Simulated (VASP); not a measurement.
A run of VASP 6.6.1 is set up as follows.

The input INCAR:

```
SYSTEM = Ag
PREC = Accurate
ENCUT = 520
EDIFF = 1E-6
ISMEAR = 0
SIGMA = 0.05
LREAL = .FALSE.
LASPH = .TRUE.
NELM = 60
ALGO = Normal
ISIF = 2
LWAVE = .FALSE.
LCHARG = .FALSE.
GGA = PE
NBANDS = 12
```

KPOINTS

```
Automatic mesh
0
G
  9 9 9
  0 0 0
```

The input POSCAR:

```
Ag
1.0
    2.6178645723      0.0000000000      0.0000000000
    0.0000000000      2.6178645723      0.0000000000
    0.0000000000      0.0000000000      2.6178645723
Ag
1
Direct
    0.0000000000      0.0000000000      0.0000000000
```

Potentials or basis: VASP PAW PBE potentials, release 64 (Ag).

Run with:

```console
$ cat potpaw_PBE.64/Ag/POTCAR > POTCAR
$ mpirun -np 1 vasp_std > vasp.out
```

Task: Predict the pressure.

Result: 14.7 GPa.
